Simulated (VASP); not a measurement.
# YCl2 (Pnnm) in VASP: single point with PBE+D3(BJ)

Aim: the single point of YCl2 with PBE+D3(BJ).

Program: VASP 6.6.1. These are calculated values, not measurements. Logs are shortened: lines on timing, memory, paths and dates and some standing lists are left out, and cuts for length are marked.

**1. The cell of the first run**

The structure is orthorhombic, space group Pnnm (No. 58). Conventional cell: a = 6.301 Å, b = 6.493 Å, c = 4.241 Å, α = 90.00°, β = 90.00°, γ = 90.00°. Within 3.6 Å of Y (site symmetry 2/m) lie 6 Cl at 2.73 to 2.79 Å. Cl (site symmetry m) has 3 Y at 2.73 to 2.79 Å and 1 Cl at 3.63 Å within 3.7 Å.

**2. Single point, PBE+D3(BJ), non-collinear spin, zero start, spin-orbit coupling**

File INCAR:

```
PREC = Accurate
ENCUT = 520
EDIFF = 1E-6
ISMEAR = -1
SIGMA = 0.1
LREAL = F
LASPH = T
NELM = 150
ALGO = Normal
ISIF = 2
LWAVE = F
LCHARG = F
MAGMOM = 0 0 0 0 0 0 0 0 0 0 0 0 0 0 0 0 0 0
LORBIT = 11
LSORBIT = T
GGA_COMPAT = F
LORBMOM = T
LMAXMIX = 4
GGA = PE
IVDW = 12
NBANDS = 66
```

File KPOINTS:

```
Automatic mesh
0
Gamma
  3 3 4
```

File POSCAR:

```
YCl2
1.0
    6.3007410000      0.0000000000      0.0000000000
    0.0000000000      6.4925910000      0.0000000000
    0.0000000000      0.0000000000      4.2408840000
Y Cl
2 4
Direct
    0.0000000000      0.0000000000      0.0000000000
    0.5000000000      0.5000000000      0.5000000000
    0.2750000000      0.3250000000      0.0000000000
    0.7250000000      0.6750000000      0.0000000000
    0.7750000000      0.1750000000      0.5000000000
    0.2250000000      0.8250000000      0.5000000000
```

Potentials or basis: VASP PAW PBE potentials, release 64 (Y_sv, Cl).

On the command line:

```
$ cat potpaw_PBE.64/Y_sv/POTCAR potpaw_PBE.64/Cl/POTCAR > POTCAR
$ mpirun -np 1 vasp_ncl > vasp.out
```

OUTCAR:

```text
PREC = Accurate
   ENCUT = 520
   EDIFF = 1E-6
   ISMEAR = -1
   LREAL = F
   LASPH = T
   NELM = 150
   ISIF = 2
   LORBIT = 11
   LSORBIT = T
   GGA = PE
   IVDW = 12
 IVDW          = 12

 ion  position               nearest neighbor table
   1  0.000  0.000  0.000-   3 2.73   4 2.73   5 2.79   6 2.79   5 2.79   6 2.79
   2  0.500  0.500  0.500-   5 2.73   6 2.73   3 2.79   4 2.79   3 2.79   4 2.79
   3  0.275  0.325  0.000-   1 2.73   2 2.79   2 2.79
   4  0.725  0.675  0.000-   1 2.73   2 2.79   2 2.79
   5  0.775  0.175  0.500-   2 2.73   1 2.79   1 2.79
   6  0.225  0.825  0.500-   2 2.73   1 2.79   1 2.79

  LATTYP: Found a simple orthorhombic cell.
 ALAT       =     4.2408840000
 B/A-ratio  =     1.4857140634
 C/A-ratio  =     1.5309522732

  Lattice vectors:

 A1 = (   0.0000000000,   0.0000000000,   4.2408840000)
 A2 = (   6.3007410000,   0.0000000000,   0.0000000000)
 A3 = (   0.0000000000,   6.4925910000,   0.0000000000)

Analysis of symmetry for initial positions (statically):
=====================================================================
 Subroutine PRICEL returns:
 Original cell was already a primitive cell.

 Routine SETGRP: Setting up the symmetry group for a
 simple orthorhombic supercell.

 Subroutine GETGRP returns: Found  8 space group operations
 (whereof  4 operations were pure point group operations)
 out of a pool of  8 trial point group operations.

The static configuration has the point symmetry C_2h.
 The point group associated with its full space group is D_2h.

Analysis of symmetry for dynamics (positions and initial velocities):
=====================================================================
 Subroutine PRICEL returns:
 Original cell was already a primitive cell.

 Routine SETGRP: Setting up the symmetry group for a
 simple orthorhombic supercell.

 Subroutine GETGRP returns: Found  8 space group operations
 (whereof  4 operations were pure point group operations)
 out of a pool of  8 trial point group operations.

The dynamic configuration has the point symmetry C_2h.
 The point group associated with its full space group is D_2h.

Analysis of structural, dynamic, and magnetic symmetry:
=====================================================================
 Subroutine PRICEL returns:
 Original cell was already a primitive cell.

 Routine SETGRP: Setting up the symmetry group for a
 simple orthorhombic supercell.

 Subroutine GETGRP returns: Found  8 space group operations
 (whereof  4 operations were pure point group operations)
 out of a pool of  8 trial point group operations.

The overall configuration has the point symmetry C_2h.
 The point group associated with its full space group is D_2h.

 Subroutine INISYM returns: Found  8 space group operations
 (whereof  4 operations are pure point group operations),
 and found     1 'primitive' translations

----------------------------------------------------------------------------------------

                                     Primitive cell

  volume of cell :     173.4867

  direct lattice vectors                    reciprocal lattice vectors
     6.300741000  0.000000000  0.000000000     0.158711491  0.000000000  0.000000000
     0.000000000  6.492591000  0.000000000     0.000000000  0.154021715  0.000000000
     0.000000000  0.000000000  4.240884000     0.000000000  0.000000000  0.235799895

  length of vectors
     6.300741000  6.492591000  4.240884000     0.158711491  0.154021715  0.235799895

  position of ions in fractional coordinates (direct lattice)
     0.000000000  0.000000000  0.000000000
     0.500000000  0.500000000  0.500000000
     0.275000000  0.325000000  0.000000000
     0.725000000  0.675000000  0.000000000
     0.775000000  0.175000000  0.500000000
     0.225000000  0.825000000  0.500000000

  ion indices of the primitive-cell ions
   primitive index   ion index
                 1           1
                 2           2
                 3           3
                 4           4
                 5           5
                 6           6

----------------------------------------------------------------------------------------

 KPOINTS: Automatic mesh

Automatic generation of k-mesh.
 Grid dimensions read from file:
 generate k-points for:    3    3    4

 Generating k-lattice:

  Cartesian coordinates                     Fractional coordinates (reciprocal lattice)
     0.052903830  0.000000000  0.000000000     0.333333333  0.000000000  0.000000000
     0.000000000  0.051340572  0.000000000     0.000000000  0.333333333  0.000000000
     0.000000000  0.000000000  0.058949974     0.000000000  0.000000000  0.250000000
[... 84 lines left out ...]

 number of electron      50.0000002 magnetization       0.0000000     -0.0000000      0.0000000

 Free energy of the ion-electron system (eV)
  ---------------------------------------------------
  ext. energy  EPLUGINS =         0.00000000
  ---------------------------------------------------
  free energy    TOTEN  =       -31.11456233 eV

  energy without entropy =      -30.91831607  energy(sigma->0) =      -31.01643920

 E-fermi :   4.6529     XC(G=0):  -8.3471

 val. band max:        4.6344056686   @ k =   0.3333   0.0000   0.5000
 cond. band min:       4.7490953840   @ k =   0.3333   0.3333   0.2500
 fundamental gap:      0.1146897154
 Fermi energy:         4.6529442820

 k-point     1 :       0.0000    0.0000    0.0000
  band No.  band energies     occupation
      1     -40.0840      1.00000
      2     -40.0840      1.00000
      3     -40.0824      1.00000
      4     -40.0824      1.00000
      5     -21.0838      1.00000
      6     -21.0838      1.00000
[... 769 lines left out ...]
     61       6.5218      0.00000
     62       6.5218      0.00000
 [bands above 62 left out]

------------------------ aborting loop because EDIFF is reached ----------------------------------------

 Edisp (eV)   -1.31362

 E8    (eV) :    -0.5561

  FORCE on cell =-STRESS in cart. coord.  units (eV):
  Direction    XX          YY          ZZ          XY          YZ          ZX
  --------------------------------------------------------------------------------------
  -------------------------------------------------------------------------------------
  Total      -2.38231    -1.85064    -6.09448     0.00000     0.00000     0.00000
  in kB     -22.00099   -17.09100   -56.28355     0.00000     0.00000     0.00000
  external pressure =      -31.79 kB  Pullay stress =        0.00 kB

 VOLUME and BASIS-vectors are now :
 -----------------------------------------------------------------------------
  energy-cutoff  :      520.00
  volume of cell :      173.49
      direct lattice vectors                 reciprocal lattice vectors
     6.300741000  0.000000000  0.000000000     0.158711491  0.000000000  0.000000000
     0.000000000  6.492591000  0.000000000     0.000000000  0.154021715  0.000000000
     0.000000000  0.000000000  4.240884000     0.000000000  0.000000000  0.235799895

 POSITION                                       TOTAL-FORCE (eV/Angst)
 -----------------------------------------------------------------------------------
      0.00000      0.00000      0.00000         0.000000      0.000000      0.000000
      3.15037      3.24630      2.12044         0.000000      0.000000      0.000000
      1.73270      2.11009      0.00000         0.011777     -0.017335      0.000000
      4.56804      4.38250      0.00000        -0.011777      0.017335     -0.000000
      4.88307      1.13620      2.12044         0.011777      0.017335      0.000000
      1.41767      5.35639      2.12044        -0.011777     -0.017335     -0.000000
 -----------------------------------------------------------------------------------
    total drift:                               -0.000000      0.000000      0.000000

  FREE ENERGIE OF THE ION-ELECTRON SYSTEM (eV)
  ---------------------------------------------------
  free  energy   TOTEN  =       -32.4281800448 eV

  energy  without entropy=      -32.2319337835  energy(sigma->0) =      -32.33005691

 orbital moment (x)

 # of ion     p       d       f       tot
 ------------------------------------------------
  1         0.000   0.000   0.000   0.000
  2         0.000   0.000   0.000   0.000
  3         0.000   0.000   0.000   0.000
  4         0.000   0.000   0.000   0.000
  5         0.000   0.000   0.000   0.000
  6         0.000   0.000   0.000   0.000
 ------------------------------------------------
            0.000   0.000   0.000   0.000

 orbital moment (y)

 # of ion     p       d       f       tot
 ------------------------------------------------
  1         0.000   0.000   0.000   0.000
  2         0.000   0.000   0.000   0.000
  3         0.000   0.000   0.000   0.000
  4         0.000   0.000   0.000   0.000
  5         0.000   0.000   0.000   0.000
  6         0.000   0.000   0.000   0.000
 ------------------------------------------------
            0.000   0.000   0.000   0.000

 orbital moment (z)

 # of ion     p       d       f       tot
 ------------------------------------------------
  1         0.000   0.000   0.000   0.000
  2        -0.000  -0.000  -0.000  -0.000
  3         0.000   0.000   0.000   0.000
  4         0.000   0.000   0.000   0.000
  5        -0.000   0.000   0.000  -0.000
  6        -0.000   0.000   0.000  -0.000
 ------------------------------------------------
           -0.000   0.000   0.000  -0.000

 Spin-Orbit-Coupling matrix elements

 Ion:    1  E_soc:     -0.0976916
 l=   1
     0.0000000    -0.0157232    -0.0157326
    -0.0157232     0.0000000    -0.0157245
    -0.0157326    -0.0157245     0.0000000
 l=   2
     0.0000000    -0.0000665     0.0000000    -0.0000587    -0.0004453
    -0.0000665     0.0000000    -0.0004353    -0.0000838    -0.0000932
     0.0000000    -0.0004353     0.0000000    -0.0003856     0.0000000
    -0.0000587    -0.0000838    -0.0003856     0.0000000    -0.0000971
    -0.0004453    -0.0000932     0.0000000    -0.0000971     0.0000000
 l=   3
     0.0000000    -0.0000000     0.0000000     0.0000000     0.0000000    -0.0000000    -0.0000000
    -0.0000000     0.0000000    -0.0000000     0.0000000    -0.0000000    -0.0000000    -0.0000000
     0.0000000    -0.0000000     0.0000000    -0.0000000    -0.0000000    -0.0000000     0.0000000
     0.0000000     0.0000000    -0.0000000     0.0000000    -0.0000000     0.0000000     0.0000000
[... 89 lines left out ...]
 l=   2
     0.0000000     0.0000000     0.0000000     0.0000000     0.0000000
     0.0000000     0.0000000     0.0000000     0.0000000     0.0000000
     0.0000000     0.0000000     0.0000000     0.0000000     0.0000000
     0.0000000     0.0000000     0.0000000     0.0000000     0.0000000
     0.0000000     0.0000000     0.0000000     0.0000000     0.0000000
 l=   3
     0.0000000     0.0000000     0.0000000     0.0000000     0.0000000     0.0000000     0.0000000
     0.0000000     0.0000000     0.0000000     0.0000000     0.0000000     0.0000000     0.0000000
     0.0000000     0.0000000     0.0000000     0.0000000     0.0000000     0.0000000     0.0000000
     0.0000000     0.0000000     0.0000000     0.0000000     0.0000000     0.0000000     0.0000000
     0.0000000     0.0000000     0.0000000     0.0000000     0.0000000     0.0000000     0.0000000
     0.0000000     0.0000000     0.0000000     0.0000000     0.0000000     0.0000000     0.0000000
     0.0000000     0.0000000     0.0000000     0.0000000     0.0000000     0.0000000     0.0000000

 total charge

# of ion       s       p       d       f       tot
--------------------------------------------------
    1        2.124   6.204   1.007   0.046   9.381
    2        2.124   6.204   1.007   0.046   9.381
    3        1.590   3.553   0.000   0.000   5.143
    4        1.590   3.553   0.000   0.000   5.143
    5        1.590   3.553   0.000   0.000   5.143
    6        1.590   3.553   0.000   0.000   5.143
--------------------------------------------------
tot         10.609  26.618   2.013   0.092  39.332

 magnetization (x)

# of ion       s       p       d       f       tot
--------------------------------------------------
    1        0.000   0.000   0.000   0.000   0.000
    2        0.000   0.000   0.000   0.000   0.000
    3        0.000   0.000   0.000   0.000   0.000
    4        0.000   0.000   0.000   0.000   0.000
    5        0.000   0.000   0.000   0.000   0.000
    6        0.000   0.000   0.000   0.000   0.000
--------------------------------------------------
tot          0.000   0.000   0.000   0.000   0.000

 magnetization (y)

# of ion       s       p       d       f       tot
--------------------------------------------------
    1        0.000   0.000   0.000   0.000   0.000
    2        0.000   0.000   0.000   0.000   0.000
    3        0.000   0.000   0.000   0.000   0.000
    4        0.000   0.000   0.000   0.000   0.000
    5        0.000   0.000   0.000   0.000   0.000
    6        0.000   0.000   0.000   0.000   0.000
--------------------------------------------------
tot          0.000   0.000   0.000   0.000   0.000

 magnetization (z)

# of ion       s       p       d       f       tot
--------------------------------------------------
    1       -0.000  -0.000  -0.000  -0.000  -0.000
    2        0.000   0.000   0.000   0.000   0.000
    3       -0.000   0.000   0.000   0.000   0.000
    4       -0.000   0.000   0.000   0.000   0.000
    5        0.000  -0.000   0.000   0.000  -0.000
    6        0.000  -0.000   0.000   0.000  -0.000
--------------------------------------------------
tot          0.000   0.000  -0.000  -0.000   0.000
```

Wall time 11 min (1 thread of Intel Xeon 8259CL, shared host); peak memory 0.65 GiB.

Results:

```
Free energy                                           : -32.4282 eV
Pressure                                              : -3.2 GPa
Largest force                                         : 0.021 eV/Å
Net moment                                            : 0.00 μB per cell
Valence electrons inside the program's atomic spheres : Y 9.38; Cl 5.14
Dispersion energy per atom                            : -0.219 eV
```

Forces on the atoms (eV/Å):
```
Y    0.000  0.000  0.000
Y    0.000  0.000  0.000
Cl   0.012 -0.017  0.000
Cl  -0.012  0.017  0.000
Cl   0.012  0.017  0.000
Cl  -0.012 -0.017  0.000
```

Stress tensor (GPa, compression positive):
```
-2.20  0.00  0.00
 0.00 -1.71  0.00
 0.00  0.00 -5.63
```

Moments on the atoms (μB; x, y, z):
```
Y   0.00 0.00 0.00
Y   0.00 0.00 0.00
Cl  0.00 0.00 0.00
Cl  0.00 0.00 0.00
Cl  0.00 0.00 0.00
Cl  0.00 0.00 0.00
```

Caveat: the k points lie up to 0.37 Å⁻¹ apart.
